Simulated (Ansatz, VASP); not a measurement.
**One calculation of MnO2, two programs**

The input INCAR:

```
SYSTEM = MnO2
  PREC = Accurate
  ENCUT = 520
  EDIFF = 1E-7
  ISMEAR = -1
  SIGMA = 0.05
  LREAL = .False.
  LASPH = .True.
  NELM = 150
  ALGO = Normal
  ISIF = 2
  LWAVE = .False.
  LCHARG = .True.
  ISPIN = 2
  MAGMOM = 4 4 0 0 0 0
  LORBIT = 11
  LMAXMIX = 4
  LELF = .True.
  LVHAR = .True.
  NBANDS = 38
```

The input KPOINTS:

```
regular mesh
0
Gamma
  11 11 3
  0 0 0
```

The input POSCAR:

```
MnO2
1.0
    2.8549554371      0.0000000000      0.0000000000
   -1.4274777185      2.4724639352      0.0000000000
    0.0000000000      0.0000000000     10.2217427273
Mn O
2 4
Direct
    0.0000000000      0.0000000000      0.5000000000
    0.0000000000      0.0000000000      0.0000000000
    0.6666666667      0.3333333333      0.4068564500
    0.6666666667      0.3333333333      0.0931435500
    0.3333333333      0.6666666667      0.5931435500
    0.3333333333      0.6666666667      0.9068564500
```

Contents of input.yaml:

```yaml
crystal:
  lattice:
    - [2.8549554371, 0.0, 0.0]
    - [-1.4274777185, 2.4724639352, 0.0]
    - [0.0, 0.0, 10.2217427273]
  atoms:
    - { symbol: Mn, position: [0.0, 0.0, 0.5], spin: 4.0 }
    - { symbol: Mn, position: [0.0, 0.0, 0.0], spin: 4.0 }
    - { symbol: O, position: [0.6666666667, 0.3333333333, 0.40685645] }
    - { symbol: O, position: [0.6666666667, 0.3333333333, 0.09314355] }
    - { symbol: O, position: [0.3333333333, 0.6666666667, 0.59314355] }
    - { symbol: O, position: [0.3333333333, 0.6666666667, 0.90685645] }
kpoints:
  mp_grid: { grid: [11, 11, 3] }
  band_path:
    path:
      - [0.0, 0.0, 0.0]
      - [0.5, 0.0, 0.0]
      - [0.3333333333, 0.3333333333, 0.0]
      - [0.0, 0.0, 0.0]
      - [0.0, 0.0, 0.5]
      - [0.5, 0.0, 0.5]
      - [0.3333333333, 0.3333333333, 0.5]
      - [0.0, 0.0, 0.5]
    npoints: 8
scf:
  occupations: { method: fermi_dirac, width: 0.05 }
hamiltonian:
  xc: lda
  pseudopotentials: { kind: all_electron, lapw: { basis_error: 0.002 } }
magnetization:
  spin_polarized: true
output:
  forces: true
  stress: true
  eigenvalues: true
```

Alike in both runs: functional LDA; k mesh 11 × 11 × 3; occupations fermi-dirac, width 0.05 eV; collinear spin.

|  | VASP | Ansatz |
| --- | --- | --- |
| version | VASP 6.6.1 | Ansatz 0.2.0 |
| potentials or method | VASP PAW LDA potentials, release 64 (Mn_pv, O), cutoff 520 eV | all-electron LAPW, scalar-relativistic |
| task | single point | band structure |

VASP gave:

* gap on the k mesh at the Fermi level (eV): 0.38
* least direct gap on the mesh (eV): 0.40
* pressure (GPa): -7.3
* traceless stress, the component that is largest in VASP (GPa): 2.02
* rms of the force components (eV/Å): 0.244
* net moment per atom (μB): 1.00
* size of the moment on the site where the two differ most (μB): 2.78

**Question.** Estimate Ansatz's values.

**Answer.** gap on the k mesh at the Fermi level (eV): 0.51; least direct gap on the mesh (eV): 0.54; pressure (GPa): -7.9; traceless stress, the component that is largest in VASP (GPa): 2.29; rms of the force components (eV/Å): 0.279; net moment per atom (μB): 1.00; size of the moment on the site where the two differ most (μB): 2.70.

LDA's correlation is that of Perdew and Zunger in VASP and of Perdew and Wang (1992) in Ansatz. Site moments also hang on the region over which each program counts them. Atom by atom the forces differ by 0.035 eV/Å (rms over components). Ansatz ran all-electron here, and VASP with PAW potentials.
